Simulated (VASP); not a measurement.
# RbVF3 (Pm-3m) in VASP: single point with LDA+U

Aim: the single point of RbVF3 with LDA+U.

Program: VASP 6.6.1. These are calculated values, not measurements. Logs are shortened: lines on timing, memory, paths and dates and some standing lists are left out, and cuts for length are marked.

## 1. The cell of the first run

The structure is cubic, space group Pm-3m (No. 221). Conventional cell: a = 4.182 Å, b = 4.182 Å, c = 4.182 Å, α = 90.00°, β = 90.00°, γ = 90.00°. Within 3.9 Å of Rb (site symmetry m-3m) lie 12 F at 2.96 Å and 8 V at 3.62 Å. Within 2.8 Å of V (site symmetry m-3m) lie 6 F at 2.09 Å. F (site symmetry 4/mmm) has 2 V at 2.09 Å within 2.8 Å.

## 2. Single point, LDA+U, collinear spin, ferromagnetic start

File INCAR:

```
SYSTEM = RbVF3
PREC     = Accurate       ! precision mode
ENCUT    = 520            ! plane-wave cutoff, eV
EDIFF    = 1E-6           ! SCF threshold, eV
ISMEAR   = 0              ! smearing method
SIGMA    = 0.05           ! smearing width, eV
LREAL    = .FALSE.        ! projectors in reciprocal space
LASPH    = .TRUE.         ! aspherical terms in the spheres
NELM     = 150            ! most SCF steps
ALGO     = Normal         ! electronic algorithm
ISIF     = 2              ! what is computed and relaxed
LWAVE    = .FALSE.        ! write WAVECAR
LCHARG   = .TRUE.         ! write CHGCAR
ISPIN    = 2              ! spin polarisation
MAGMOM   = 0 3 0 0 0      ! initial moments
LORBIT   = 11             ! projections on sites
LMAXMIX  = 4              ! l up to which the mixer works
LDAU     = .TRUE.         ! DFT+U
LDAUTYPE = 2            
LDAUL    = -1 2 -1        ! shell
LDAUU    = 0 7 0          ! U, eV
LDAUJ    = 0 0 0        
LDAUPRINT= 1            
GGA      = CA             ! functional
LELF     = .TRUE.         ! ELF
LVHAR    = .TRUE.       
NBANDS   = 34             ! bands
```

File KPOINTS:

```
regular mesh
0
G
  5 5 5
  0 0 0
```

File POSCAR:

```
RbVF3
1.0
    4.1819996800      0.0000000000      0.0000000000
    0.0000000000      4.1819996800      0.0000000000
    0.0000000000      0.0000000000      4.1819996800
Rb V F
1 1 3
Direct
    0.0000000000      0.0000000000      0.0000000000
    0.5000000000      0.5000000000      0.5000000000
    0.5000000000      0.5000000000      0.0000000000
    0.0000000000      0.5000000000      0.5000000000
    0.5000000000      0.0000000000      0.5000000000
```

Potentials or basis: VASP PAW LDA potentials, release 64 (Rb_sv, V_sv, F).

Launch:

```console
$ cat potpaw_LDA.64/Rb_sv/POTCAR potpaw_LDA.64/V_sv/POTCAR potpaw_LDA.64/F/POTCAR > POTCAR
$ mpirun -np 1 vasp_std > vasp.out
```

OUTCAR:

```text
SYSTEM = RbVF3
   PREC = Accurate
   ENCUT = 520
   EDIFF = 1E-6
   ISMEAR = 0
   LREAL = .FALSE.
   LASPH = .TRUE.
   NELM = 150
   ISIF = 2
   ISPIN = 2
   LORBIT = 11
   GGA = CA

 ion  position               nearest neighbor table
   1  0.000  0.000  0.000-   3 2.96   4 2.96   5 2.96   4 2.96   5 2.96   3 2.96   4 2.96   4 2.96
                             3 2.96   5 2.96   5 2.96   3 2.96   2 3.62   2 3.62   2 3.62   2 3.62
   2  0.500  0.500  0.500-   3 2.09   4 2.09   5 2.09   3 2.09   5 2.09   4 2.09   1 3.62   1 3.62
                             1 3.62   1 3.62   1 3.62   1 3.62   1 3.62   1 3.62
   3  0.500  0.500  0.000-   2 2.09   2 2.09   1 2.96   1 2.96   1 2.96   1 2.96
   4  0.000  0.500  0.500-   2 2.09   2 2.09   1 2.96   1 2.96   1 2.96   1 2.96
   5  0.500  0.000  0.500-   2 2.09   2 2.09   1 2.96   1 2.96   1 2.96   1 2.96

  LATTYP: Found a simple cubic cell.
 ALAT       =     4.1819996800

  Lattice vectors:

 A1 = (   4.1819996800,   0.0000000000,   0.0000000000)
 A2 = (   0.0000000000,   4.1819996800,   0.0000000000)
 A3 = (   0.0000000000,   0.0000000000,   4.1819996800)

Analysis of symmetry for initial positions (statically):
=====================================================================
 Subroutine PRICEL returns:
 Original cell was already a primitive cell.

 Routine SETGRP: Setting up the symmetry group for a
 simple cubic supercell.

 Subroutine GETGRP returns: Found 48 space group operations
 (whereof 48 operations were pure point group operations)
 out of a pool of 48 trial point group operations.

The static configuration has the point symmetry O_h .

Analysis of symmetry for dynamics (positions and initial velocities):
=====================================================================
 Subroutine PRICEL returns:
 Original cell was already a primitive cell.

 Routine SETGRP: Setting up the symmetry group for a
 simple cubic supercell.

 Subroutine GETGRP returns: Found 48 space group operations
 (whereof 48 operations were pure point group operations)
 out of a pool of 48 trial point group operations.

The dynamic configuration has the point symmetry O_h .

Analysis of structural, dynamic, and magnetic symmetry:
=====================================================================
 Subroutine PRICEL returns:
[... 173 lines left out ...]
  o =  0.9286  v =  0.0000 -0.1037  0.0000 -0.9946 -0.0000  0.0000  0.0000  0.0000  0.0000  0.0000      0.0000  0.0000  0.0000  0.0000  0.0000  0.0000  0.0000  0.0000  0.0000  0.0000
  o =  0.9286  v =  0.0000 -0.9946  0.0000  0.1037 -0.0000  0.0000  0.0000  0.0000  0.0000  0.0000      0.0000  0.0000  0.0000  0.0000  0.0000  0.0000  0.0000  0.0000  0.0000  0.0000

 number of electron      42.9999987 magnetization       3.0001053

 Free energy of the ion-electron system (eV)
  ---------------------------------------------------
  ext. energy  EPLUGINS =         0.00000000
  ---------------------------------------------------
  free energy    TOTEN  =       -28.65769625 eV

  energy without entropy =      -28.65769625  energy(sigma->0) =      -28.65769625

 E-fermi :   2.1836     XC(G=0): -10.4849

 val. band max:        1.8488628333   @ k =   0.4000   0.4000   0.4000
 cond. band min:       5.2800158068   @ k =   0.0000   0.0000   0.0000
 fundamental gap:      3.4311529735
 Fermi energy:         2.1835605363

 spin component 1

 k-point     1 :       0.0000    0.0000    0.0000
  band No.  band energies     occupation
      1     -60.2887      1.00000
      2     -34.6178      1.00000
      3     -34.6178      1.00000
      4     -34.6178      1.00000
      5     -23.4569      1.00000
      6     -20.7558      1.00000
[... 349 lines left out ...]
     32      12.8567      0.00000
     33      13.7571      0.00000
 Fermi energy:         2.1835605363

 spin component 2

 k-point     1 :       0.0000    0.0000    0.0000
  band No.  band energies     occupation
      1     -57.7500      1.00000
      2     -32.1467      1.00000
      3     -32.1467      1.00000
      4     -32.1467      1.00000
      5     -23.4534      1.00000
      6     -20.6994      1.00000
[... 349 lines left out ...]
     32      13.5187      0.00000
     33      14.0296      0.00000
 [bands above 33 left out]

------------------------ aborting loop because EDIFF is reached ----------------------------------------

  FORCE on cell =-STRESS in cart. coord.  units (eV):
  Direction    XX          YY          ZZ          XY          YZ          ZX
  --------------------------------------------------------------------------------------
  -------------------------------------------------------------------------------------
  Total       -0.5877256     -0.5877256     -0.5877256      0.0000000     -0.0000000      0.0000000
  in kB      -12.8745834    -12.8745834    -12.8745834      0.0000000     -0.0000000      0.0000000
  external PRESSURE =     -12.8745834 kB  Pullay stress =       0.0000000 kB

 VOLUME and BASIS-vectors are now :
 -----------------------------------------------------------------------------
  energy-cutoff  :      520.00
  volume of cell :       73.14
      direct lattice vectors                 reciprocal lattice vectors
     4.181999680  0.000000000  0.000000000     0.239120057  0.000000000  0.000000000
     0.000000000  4.181999680  0.000000000     0.000000000  0.239120057  0.000000000
     0.000000000  0.000000000  4.181999680     0.000000000  0.000000000  0.239120057

 POSITION                                       TOTAL-FORCE (eV/Angst)
 -----------------------------------------------------------------------------------
      0.00000      0.00000      0.00000         0.000000      0.000000      0.000000
      2.09100      2.09100      2.09100         0.000000      0.000000      0.000000
      2.09100      2.09100      0.00000         0.000000      0.000000      0.000000
      0.00000      2.09100      2.09100         0.000000      0.000000      0.000000
      2.09100      0.00000      2.09100         0.000000      0.000000      0.000000
 -----------------------------------------------------------------------------------
    total drift:                                0.000000     -0.000000     -0.000000

  FREE ENERGIE OF THE ION-ELECTRON SYSTEM (eV)
  ---------------------------------------------------
  free  energy   TOTEN  =       -28.6576962486 eV

  energy  without entropy=      -28.6576962486  energy(sigma->0) =      -28.65769625

 total charge

# of ion       s       p       d       tot
------------------------------------------
    1        1.937   5.342   0.026   7.305
    2        2.138   6.117   3.092  11.347
    3        1.721   4.367   0.000   6.088
    4        1.721   4.367   0.000   6.088
    5        1.721   4.367   0.000   6.088
--------------------------------------------------
tot          9.237  24.561   3.118  36.916

 magnetization (x)

# of ion       s       p       d       tot
------------------------------------------
    1       -0.000  -0.000   0.001   0.000
    2        0.010   0.009   2.752   2.771
    3       -0.001   0.011   0.000   0.010
    4       -0.001   0.011   0.000   0.010
    5       -0.001   0.011   0.000   0.010
--------------------------------------------------
tot          0.006   0.042   2.753   2.800
```

stdout:

```text
POSCAR found type information on POSCAR RbV F
 POSCAR found :  3 types and       5 ions
 scaLAPACK will be used
 LDA part: xc-table for (Slater(with rela. corr.)+CA(PZ))
 , standard interpolation
 POSCAR, INCAR and KPOINTS ok, starting setup
 FFT: planning ... GRIDC
 FFT: planning ... GRID_SOFT
 FFT: planning ... GRID
 WAVECAR not read
 entering main loop
```

Run time: 27 s. Hardware: 1 thread of Intel Xeon Platinum 8488C (Sapphire Rapids), shared host; peak memory 0.18 GiB.

What came out:

```yaml
Free_energy: -28.6577 eV
Pressure: -1.3 GPa
Band_gap_on_the_k_mesh: 3.43 eV, indirect (least direct gap 4.63 eV)
Net_moment: 3.00 μB per cell
Site_moments: Rb +0.00; V +2.77; F +0.01 μB
Valence_electrons_inside_the_program's_atomic_spheres: Rb 7.30; V 11.35; F 6.09
```

Eigenvalues of the final occupation matrices:
| site | spin | trace | eigenvalues |
| --- | --- | --- | --- |
| site 2 d | 1 | 2.94 | 0.08 0.08 0.93 0.93 0.93 |
| site 2 d | 2 | 0.18 | 0.02 0.02 0.02 0.07 0.07 |

A k mesh can miss the band edges. The state reached can hang on the start; a lower one may exist.
